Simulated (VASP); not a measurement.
The system is NaF.

```
Na F
1.0
     0.00000    2.32000    2.32000
     2.32000    0.00000    2.32000
     2.32000    2.32000    0.00000
Na F
1 1
Direct
  0.00000 0.00000 0.00000
  0.50000 0.50000 0.50000
```

Base run:

| Property | Result |
| --- | --- |
| Program | VASP 6.6.1 |
| Functional | r2SCAN |
| Potentials or basis | VASP PAW PBE potentials, release 64 (Na_pv, F) |
| Cutoff | 520 eV |
| k mesh | 6 × 6 × 6 |
| Occupations | fermi-dirac, width 0.05 eV |
| Spin | no spin polarisation |

Its results: band gap on the k mesh 7.15 eV; pressure -2.0 GPa.

Task: After a change of settings the same cell gave: band gap on the k mesh 6.28 eV; pressure 1.8 GPa. Which change was it?
A. functional from r2SCAN to PBE
B. functional from r2SCAN to RPBE
C. functional from r2SCAN to PBE-based screened hybrid with 50 % exact exchange
D. functional from r2SCAN to PBE-based screened hybrid with 15 % exact exchange

Result: A.

Caveats: the PAW data sets were made with another functional, which shifts forces and pressure a little (at least some runs).
